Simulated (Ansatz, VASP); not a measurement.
# AlCu3: VASP beside Ansatz

```
Al Cu
1.0
     0.00000    2.78245    3.08521
     2.78245    0.00000    3.08521
     2.78245    2.78245    0.00000
Al Cu
1 3
Direct
  0.01473 0.01473 0.98527
  0.47330 0.47330 0.52670
  0.26023 0.26023 0.23977
  0.76023 0.76023 0.73977
```

Change from the starting cell: mode 9 frozen in at -0.154 Å, strain +e along z and -e/2 along x and y +0.0700.

Alike in both runs: task single point; functional PBEsol; k mesh 12 × 12 × 12; occupations gaussian, width 0.15 eV; no spin polarisation.

|  | VASP | Ansatz |
| --- | --- | --- |
| version | VASP 6.6.1 | Ansatz 0.2.0 |
| potentials or method | VASP PAW PBE potentials, release 64 (Al, Cu), cutoff 520 eV | scalar-relativistic, plane waves, PAW |
| valence electrons in the cell | 36 | 60 |

VASP gave:

| Property | Result |
| --- | --- |
| gap on the k mesh at the Fermi level (eV) | none |
| pressure (GPa) | 3.6 |
| traceless stress, the component that is largest in VASP (GPa) | -0.49 |
| rms of the force components (eV/Å) | 0.529 |

Problem. What did Ansatz give for the same quantities?

Solution. gap on the k mesh at the Fermi level (eV): none; pressure (GPa): 3.0; traceless stress, the component that is largest in VASP (GPa): -0.45; rms of the force components (eV/Å): 0.528.

VASP's potentials were made for PBE, not for PBEsol, and Ansatz warns of the same on its side. Atom by atom the forces differ by 0.001 eV/Å (rms over components). A gap of «none» marks a metal or a gap that the smearing closes. VASP's potentials hold 36 valence electrons a cell and Ansatz's 60, so a difference there can come from the potentials and not from the codes.
